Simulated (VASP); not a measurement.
Input of a VASP 6.6.1 run:

Contents of INCAR:

```
SYSTEM = Na
ALGO     = Fast           ! electronic algorithm
EDIFF    = 1E-7           ! SCF threshold, eV
ENCUT    = 520            ! plane-wave cutoff, eV
GGA      = PE             ! functional
ISIF     = 2              ! what is computed and relaxed
ISMEAR   = 0              ! smearing method
LASPH    = .True.         ! aspherical terms in the spheres
LCHARG   = .False.        ! write CHGCAR
LREAL    = .False.        ! projectors in reciprocal space
LWAVE    = .False.        ! write WAVECAR
NBANDS   = 30             ! bands
NELM     = 80             ! most SCF steps
PREC     = Accurate       ! precision mode
SIGMA    = 0.1            ! smearing width, eV
```

The input KPOINTS:

```
k-points
0
Gamma
  4 4 4
  0 0 0
```

The input POSCAR:

```
Na
1.0
    7.0301737521      0.9674674810      0.9213800838
   -0.9842261830      6.3499957759     -0.2644780550
    3.1606823441      3.8038116425      5.1747117710
Na
6
Direct
    0.5427405176      0.1165898080      0.5658121415
    0.3901677802     -0.0388022188      0.2171358775
    0.2082730072      0.4502642001     -0.1008458906
    1.0579579521      0.2941634854      0.5501940275
   -0.1242827087      0.7831879511      0.2318133577
    0.7237631302      0.6275151058     -0.1170457348
```

Potentials or basis: VASP PAW PBE potentials, release 64 (Na_pv).

Run with:

```sh
$ cat potpaw_PBE.64/Na_pv/POTCAR > POTCAR
$ mpirun -np 1 vasp_std > vasp.out
```

Task: What does it give for the largest force?

Result: 0.011 eV/Å.

Task: Predict the pressure.

Result: 0.0 GPa.

Task: Estimate the band gap on the k mesh.

Result: Zero (bands 21 and 22 overlap by 2.50 eV).

Forces on the atoms (eV/Å):
```
Na   0.003  0.001 -0.008
Na  -0.003 -0.002  0.006
Na   0.007 -0.001 -0.008
Na  -0.006 -0.001  0.007
Na   0.003  0.002 -0.006
Na  -0.004  0.000  0.009
```
